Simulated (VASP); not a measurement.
A run of VASP 6.6.1:

Contents of POSCAR:

```
Ag
1.0
    2.8803535270      0.0000000000      0.0000000000
    1.4401767635      2.4944593262      0.0000000000
    1.4401767635      0.8314864421      2.3517988066
Ag
1
Direct
    0.0000000000      0.0000000000      0.0000000000
```

File INCAR.step1:

```
SYSTEM = Ag
  ALGO = Normal
  EDIFF = 1E-4
  ENCUT = 520
  GGA = PE
  ISMEAR = 1
  LASPH = .True.
  LCHARG = .False.
  LREAL = .False.
  LWAVE = .True.
  NBANDS = 12
  NELM = 100
  PREC = Accurate
  SIGMA = 0.05
```

File INCAR.step2:

```
SYSTEM = Ag
  ALGO = Normal
  BPARAM = 11.95
  CPARAM = 0.0093
  EDIFF = 1E-7
  ENCUT = 520
  ISIF = 2
  ISMEAR = 1
  ISTART = 1
  IVDW_NL = 2
  LASPH = .True.
  LCHARG = .False.
  LMIXTAU = .True.
  LREAL = .False.
  LUSE_VDW = .True.
  LWAVE = .False.
  METAGGA = R2SCAN
  NBANDS = 12
  NELM = 100
  PREC = Accurate
  SIGMA = 0.05
```

The input KPOINTS:

```
k-points
0
Gamma
  13 13 13
  0 0 0
```

Potentials or basis: VASP PAW PBE potentials, release 64 (Ag).

Launch:

```bash
$ cat potpaw_PBE.64/Ag/POTCAR > POTCAR
$ cp INCAR.step1 INCAR
$ mpirun -np 1 vasp_std > vasp.out
$ cp INCAR.step2 INCAR
$ mpirun -np 1 vasp_std > vasp.out
```

Hardware: 1 thread of Intel(R) Xeon(R) Platinum 8488C (Sapphire Rapids), on a shared host.

Question: Estimate the wall time of this run.

Answer: It took 47 s on 1 thread of Intel(R) Xeon(R) Platinum 8488C (Sapphire Rapids), on a shared host, peak memory 0.22 GiB. Counts: k points 84.
